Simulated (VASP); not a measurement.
# FeCo (Pm-3m) in VASP: notebook, part 2 of 2

VASP 6.6.1. The steps go on from the part before.

**3. Relaxation of cell and atoms, PBEsol, collinear spin, ferromagnetic start, target pressure 30 GPa, at which the enthalpy is minimised**

This run uses another cell than the first one, of 9.84 Å³/atom.

File INCAR:

```
SYSTEM = FeCo
ALGO     = Normal         ! electronic algorithm
EDIFF    = 1E-7           ! SCF threshold, eV
EDIFFG   = -0.008         ! ionic threshold
ENCUT    = 600            ! plane-wave cutoff, eV
GGA      = PS             ! functional
GGA_COMPAT= .False.      
IBRION   = 2              ! ionic algorithm
ISIF     = 3              ! what is computed and relaxed
ISMEAR   = 0              ! smearing method
ISPIN    = 2              ! spin polarisation
LASPH    = .True.         ! aspherical terms in the spheres
LCHARG   = .False.        ! write CHGCAR
LMAXMIX  = 4              ! l up to which the mixer works
LORBIT   = 11             ! projections on sites
LREAL    = .False.        ! projectors in reciprocal space
LWAVE    = .False.        ! write WAVECAR
MAGMOM   = 2.89 1.96      ! initial moments
NELM     = 200            ! most SCF steps
NELMIN   = 4            
NSW      = 70             ! ionic steps
PREC     = Accurate       ! precision mode
PSTRESS  = 300.0        
SIGMA    = 0.1            ! smearing width, eV
```

File KPOINTS:

```
k-points
0
Gamma
  14 14 14
  0 0 0
```

File POSCAR:

```
FeCo
1.0
    2.6996140866      0.0000000000      0.0000000000
    0.0000000000      2.6996140866      0.0000000000
    0.0000000000      0.0000000000      2.6996140866
Fe Co
1 1
Direct
    0.0000000000      0.0000000000      0.0000000000
    0.5000000000      0.5000000000      0.5000000000
```

Potentials or basis: VASP PAW PBE potentials, release 64 (Fe, Co).

Command:

```sh
$ cat potpaw_PBE.64/Fe/POTCAR potpaw_PBE.64/Co/POTCAR > POTCAR
$ mpirun -np 1 vasp_std > vasp.out
```

OUTCAR:

```text
SYSTEM = FeCo
   EDIFF = 1E-7
   EDIFFG = -0.008
   ENCUT = 600
   GGA = PS
   IBRION = 2
   ISIF = 3
   ISMEAR = 0
   ISPIN = 2
   LASPH = .True.
   LORBIT = 11
   LREAL = .False.
   NELM = 200
   NELMIN = 4
   NSW = 70
   PREC = Accurate
   PSTRESS = 300.0

 ion  position               nearest neighbor table
   1  0.000  0.000  0.000-   2 2.34   2 2.34   2 2.34   2 2.34   2 2.34   2 2.34   2 2.34   2 2.34

   2  0.500  0.500  0.500-   1 2.34   1 2.34   1 2.34   1 2.34   1 2.34   1 2.34   1 2.34   1 2.34

  LATTYP: Found a simple cubic cell.
 ALAT       =     2.6996140866

  Lattice vectors:

 A1 = (   2.6996140866,   0.0000000000,   0.0000000000)
 A2 = (   0.0000000000,   2.6996140866,   0.0000000000)
 A3 = (   0.0000000000,   0.0000000000,   2.6996140866)

Analysis of symmetry for initial positions (statically):
=====================================================================
 Subroutine PRICEL returns:
 Original cell was already a primitive cell.

 Routine SETGRP: Setting up the symmetry group for a
[... 678 lines left out ...]
      7       7.5926      1.00000
      8       7.7122      1.00000
      9       8.3015      1.00000
     10       8.4407      1.00000
     11       9.3588      1.00000
     12      12.6897      0.00000
     13      19.6032      0.00000
     14      24.9351      0.00000

 [... further k-points ...]

 spin component 2

 k-point     1 :       0.0000    0.0000    0.0000
  band No.  band energies     occupation
      1       0.1522      1.00000
      2       5.3315      1.00000
      3       5.3315      1.00000
      4       8.3895      1.00000
      5       8.3895      1.00000
      6       8.3895      1.00000
      7      10.6236      0.00000
      8      10.6236      0.00000
      9      11.6805      0.00000
     10      11.6805      0.00000
     11      11.6805      0.00000
     12      20.4659      0.00000
     13      20.4659      0.00000
     14      20.4659      0.00000
[... 424 lines left out ...]
  energy  without entropy=      -16.5147987609  energy(sigma->0) =      -16.51895895

  enthalpy is  TOTEN    =       -12.8373914729 eV   P V=        3.6857276648

 reached required accuracy - stopping structural energy minimisation

 total charge

# of ion       s       p       d       tot
------------------------------------------
    1        0.540   0.675   6.315   7.530
    2        0.554   0.654   7.348   8.557
--------------------------------------------------
tot          1.095   1.329  13.663  16.087

 magnetization (x)

# of ion       s       p       d       tot
------------------------------------------
    1       -0.007  -0.039   2.570   2.524
    2       -0.007  -0.045   1.745   1.693
--------------------------------------------------
tot         -0.014  -0.084   4.315   4.217
```

OSZICAR:

```text
N       E                     dE             d eps       ncg     rms          rms(c)
DAV:   1     0.877081028257E+02    0.87708E+02   -0.89136E+03  7008   0.181E+03
[... 28 lines left out ...]
DAV:   1    -0.165233497443E+02    0.40554E-02   -0.36037E-03  6738   0.115E+00    0.143E-01
DAV:   2    -0.165234305717E+02   -0.80827E-04   -0.25299E-03  7214   0.130E+00    0.254E-01
DAV:   3    -0.165231902145E+02    0.24036E-03   -0.22898E-03  7530   0.139E+00    0.136E-01
DAV:   4    -0.165231233467E+02    0.66868E-04   -0.20562E-04  8524   0.404E-01    0.362E-02
DAV:   5    -0.165231212050E+02    0.21418E-05   -0.96686E-06  7054   0.413E-02    0.131E-02
DAV:   6    -0.165231191502E+02    0.20548E-05   -0.21023E-06 11024   0.232E-02    0.253E-03
DAV:   7    -0.165231191376E+02    0.12519E-07   -0.96102E-08  4318   0.417E-03
   3 F= -.12837391E+02 E0= -.12833231E+02  d E =-.513657E-05  mag=     4.2620
```

Run time: 4 min. Hardware: 1 thread of Oxide Virtual Turin-like, shared host; peak memory 0.17 GiB.

Results:

```
Free energy                                                : -16.5231 eV
Relaxed volume                                             : 9.84 Å³/atom
Relaxed cell                                               : a = 2.700 Å, b = 2.700 Å, c = 2.700 Å, α = 90.00°, β = 90.00°, γ = 90.00°
Space group after relaxing (to 0.1 Å)                      : Pm-3m (No. 221)
Energy change on relaxing (the run minimises the enthalpy) : -0.9 meV/atom
Ionic steps                                                : 3
Pressure after relaxing                                    : 30.0 GPa
Net moment                                                 : 4.26 μB per cell
Site moments                                               : Fe +2.52; Co +1.69 μB
Valence electrons inside the program's atomic spheres      : Fe 7.53; Co 8.56
```

The path:
```tsv
step	energy change (eV)	largest force (eV/Å)	pressure (GPa)	volume (Å³)
1	0.0000	0.0000	30.19	19.67
2	-0.0061	0.0000	29.59	19.71
3	-0.0018	0.0000	30.01	19.68
```

Final structure:
```yaml
crystal:
  lattice:
    - [2.70004, 0.00000, 0.00000]
    - [0.00000, 2.70004, 0.00000]
    - [0.00000, 0.00000, 2.70004]
  atoms:
    - { symbol: Fe, position: [0.00000, 0.00000, 0.00000] }
    - { symbol: Co, position: [0.50000, 0.50000, 0.50000] }
```

Caveat: the cell is relaxed towards a set pressure, so the run minimises the enthalpy, not the energy; the PAW data sets were made with another functional, which shifts forces and pressure a little.

**4. Relaxation of cell and atoms, PBEsol, collinear spin, ferromagnetic start, target pressure 15 GPa, at which the enthalpy is minimised**

This run uses another cell than the first one, of 10.33 Å³/atom.

File INCAR:

```
PREC = Accurate ; ENCUT = 600
EDIFF = 1E-7 ; ISMEAR = 0
SIGMA = 0.1 ; LREAL = False
LASPH = True ; NELM = 200
ALGO = Normal ; ISIF = 3
LWAVE = False ; LCHARG = False
ISPIN = 2 ; MAGMOM = 2.95 1.97
LORBIT = 11 ; LMAXMIX = 4
GGA = PS ; IBRION = 2
NSW = 70 ; EDIFFG = -0.008
PSTRESS = 150.0 ; GGA_COMPAT = False
NELMIN = 4
```

File KPOINTS:

```
Automatic mesh
0
Gamma
  14 14 14
```

File POSCAR:

```
FeCo
1.0
    2.7440220416      0.0000000000      0.0000000000
    0.0000000000      2.7440220416      0.0000000000
    0.0000000000      0.0000000000      2.7440220416
Fe Co
1 1
Direct
    0.0000000000      0.0000000000      0.0000000000
    0.5000000000      0.5000000000      0.5000000000
```

Potentials or basis: VASP PAW PBE potentials, release 64 (Fe, Co).

Command:

```sh
$ cat potpaw_PBE.64/Fe/POTCAR potpaw_PBE.64/Co/POTCAR > POTCAR
$ mpirun -np 1 vasp_std > vasp.out
```

OUTCAR:

```text
PREC = Accurate
   ENCUT = 600
   EDIFF = 1E-7
   ISMEAR = 0
   LREAL = False
   LASPH = True
   NELM = 200
   ISIF = 3
   ISPIN = 2
   LORBIT = 11
   GGA = PS
   IBRION = 2
   NSW = 70
   EDIFFG = -0.008
   PSTRESS = 150.0
   NELMIN = 4

 ion  position               nearest neighbor table
   1  0.000  0.000  0.000-   2 2.38   2 2.38   2 2.38   2 2.38   2 2.38   2 2.38   2 2.38   2 2.38

   2  0.500  0.500  0.500-   1 2.38   1 2.38   1 2.38   1 2.38   1 2.38   1 2.38   1 2.38   1 2.38

  LATTYP: Found a simple cubic cell.
 ALAT       =     2.7440220416

  Lattice vectors:

 A1 = (   2.7440220416,   0.0000000000,   0.0000000000)
 A2 = (   0.0000000000,   2.7440220416,   0.0000000000)
 A3 = (   0.0000000000,   0.0000000000,   2.7440220416)

Analysis of symmetry for initial positions (statically):
=====================================================================
 Subroutine PRICEL returns:
 Original cell was already a primitive cell.
[... 677 lines left out ...]
      4       5.4017      1.00000
      5       5.8584      1.00000
      6       6.0744      1.00000
      7       6.9666      1.00000
      8       7.0827      1.00000
      9       7.6320      1.00000
     10       7.7409      1.00000
     11       8.6141      1.00000
     12      11.8369      0.00000
     13      18.4956      0.00000
     14      23.7415      0.00000

 [... further k-points ...]

 spin component 2

 k-point     1 :       0.0000    0.0000    0.0000
  band No.  band energies     occupation
      1      -0.2043      1.00000
      2       5.0330      1.00000
      3       5.0330      1.00000
      4       7.8743      1.00000
      5       7.8744      1.00000
      6       7.8744      1.00000
      7      10.0005      0.00000
      8      10.0005      0.00000
      9      10.9688      0.00000
     10      10.9688      0.00000
     11      10.9688      0.00000
     12      19.4492      0.00000
     13      19.4492      0.00000
     14      19.4492      0.00000
[... 424 lines left out ...]
  energy  without entropy=      -16.6466645544  energy(sigma->0) =      -16.65083053

  enthalpy is  TOTEN    =       -14.7232525078 eV   P V=        1.9317439929

 reached required accuracy - stopping structural energy minimisation

 total charge

# of ion       s       p       d       tot
------------------------------------------
    1        0.520   0.628   6.258   7.406
    2        0.531   0.608   7.310   8.450
--------------------------------------------------
tot          1.051   1.236  13.568  15.855

 magnetization (x)

# of ion       s       p       d       tot
------------------------------------------
    1       -0.004  -0.039   2.646   2.603
    2       -0.008  -0.045   1.761   1.707
--------------------------------------------------
tot         -0.012  -0.085   4.407   4.310
```

OSZICAR:

```text
N       E                     dE             d eps       ncg     rms          rms(c)
DAV:   1     0.880916720876E+02    0.88092E+02   -0.88879E+03  6960   0.179E+03
DAV:   2    -0.163614977584E+02   -0.10445E+03   -0.97273E+02  6720   0.281E+02
[... 32 lines left out ...]
DAV:   5    -0.166550041121E+02    0.84633E-05   -0.32939E-05  7398   0.792E-02    0.248E-02
DAV:   6    -0.166549961125E+02    0.79996E-05   -0.80944E-06 11342   0.477E-02    0.505E-03
DAV:   7    -0.166549962496E+02   -0.13715E-06   -0.41832E-07  6274   0.822E-03    0.271E-03
DAV:   8    -0.166549963926E+02   -0.14302E-06   -0.42609E-08  3450   0.492E-03    0.126E-03
DAV:   9    -0.166549965001E+02   -0.10746E-06   -0.20319E-08  3408   0.228E-03    0.272E-04
DAV:  10    -0.166549965006E+02   -0.54433E-09   -0.25497E-09  3378   0.658E-04
   3 F= -.14723253E+02 E0= -.14719087E+02  d E =-.330921E-04  mag=     4.3406
```

Run time: 4.9 min. Hardware: 1 thread of Oxide Virtual Turin-like, shared host; peak memory 0.18 GiB.

Results:

```
Free energy                                                : -16.6550 eV
Relaxed volume                                             : 10.32 Å³/atom
Relaxed cell                                               : a = 2.743 Å, b = 2.743 Å, c = 2.743 Å, α = 90.00°, β = 90.00°, γ = 90.00°
Space group after relaxing (to 0.1 Å)                      : Pm-3m (No. 221)
Energy change on relaxing (the run minimises the enthalpy) : +1.3 meV/atom
Ionic steps                                                : 3
Pressure after relaxing                                    : 15.0 GPa
Net moment                                                 : 4.34 μB per cell
Site moments                                               : Fe +2.60; Co +1.71 μB
Valence electrons inside the program's atomic spheres      : Fe 7.41; Co 8.45
```

Step by step:
```csv
step,energy change (eV),largest force (eV/Å),pressure (GPa),volume (Å³)
1,0.0000,0.0000,14.63,20.66
2,0.0067,0.0000,15.61,20.59
3,0.0026,0.0000,15.02,20.63
```

Final structure:
```yaml
crystal:
  lattice:
    - [2.74277, 0.00000, 0.00000]
    - [0.00000, 2.74277, 0.00000]
    - [0.00000, 0.00000, 2.74277]
  atoms:
    - { symbol: Fe, position: [0.00000, 0.00000, 0.00000] }
    - { symbol: Co, position: [0.50000, 0.50000, 0.50000] }
```

Caveat: the cell is relaxed towards a set pressure, so the run minimises the enthalpy, not the energy; the PAW data sets were made with another functional, which shifts forces and pressure a little.

**5. Overview**

| task | cell | k mesh | gap on the mesh (eV) | pressure (GPa) | moment (μB) |
| --- | --- | --- | --- | --- | --- |
| single point | a = 2.637 Å, 2 atoms | 16 × 16 × 16 | none | 58.9 | 4.11 |
| relaxation of cell and atoms | relaxed to 30 GPa from a = 2.700 Å, 2 atoms | 14 × 14 × 14 | none | 30.0 | 4.26 |
| relaxation of cell and atoms | relaxed to 15 GPa from a = 2.744 Å, 2 atoms | 14 × 14 × 14 | none | 15.0 | 4.34 |

Alike in all rows: level PBEsol; potentials or basis VASP PAW PBE potentials, release 64 (Fe, Co); spin collinear, ferromagnetic start; cutoff (eV) 600; smearing gaussian 0.1 eV.

Caveats: the PAW data sets were made with another functional, which shifts forces and pressure a little; the cell is relaxed towards a set pressure, so the run minimises the enthalpy, not the energy (at least some runs); the cell stands under pressure (at least some runs).

Total energies depend on the potentials used, so only differences within one code and one set of settings carry meaning.
